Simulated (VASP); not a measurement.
Here is a VASP 6.6.1 calculation.

Contents of POSCAR:

```
Mo
1.0
   -1.5838089719      1.5838089719      1.5838089719
    1.5838089719     -1.5838089719      1.5838089719
    1.5838089719      1.5838089719     -1.5838089719
Mo
1
Direct
    0.0000000000      0.0000000000      0.0000000000
```

File INCAR.step1:

```
SYSTEM = Mo
ALGO = Normal ; EDIFF = 1E-5
ENCUT = 520 ; GGA = PE
ISIF = 2 ; ISMEAR = -1
LASPH = .TRUE. ; LCHARG = .FALSE.
LREAL = .FALSE. ; LWAVE = .TRUE.
NBANDS = 13 ; NELM = 100
PREC = Accurate ; SIGMA = 0.05
```

File INCAR.step2:

```
SYSTEM = Mo
ALGO = Normal ; EDIFF = 1E-7
ENCUT = 520 ; GGA = PE
HFSCREEN = 0.2079 ; ISIF = 2
ISMEAR = -1 ; ISTART = 1
LASPH = .TRUE. ; LCHARG = .FALSE.
LHFCALC = .TRUE. ; LREAL = .FALSE.
LWAVE = .FALSE. ; NBANDS = 13
NELM = 100 ; PREC = Accurate
PRECFOCK = Normal ; SIGMA = 0.05
```

KPOINTS

```
k-points
0
G
  8 8 8
  0 0 0
```

Potentials or basis: VASP PAW PBE potentials, release 64 (Mo_sv).

Launch:

```bash
$ cat potpaw_PBE.64/Mo_sv/POTCAR > POTCAR
$ cp INCAR.step1 INCAR
$ mpirun -np 1 vasp_std > vasp.out
$ cp INCAR.step2 INCAR
$ mpirun -np 1 vasp_std > vasp.out
```

(1) What does it give for the pressure?

(2) Predict the band gap on the k mesh.

## Answers

(1) -6.3 GPa.

(2) zero (bands 7 and 8 overlap by 6.07 eV).

Caveat: the cell stands under tension; the PAW data sets were made with another functional, which shifts forces and pressure a little.
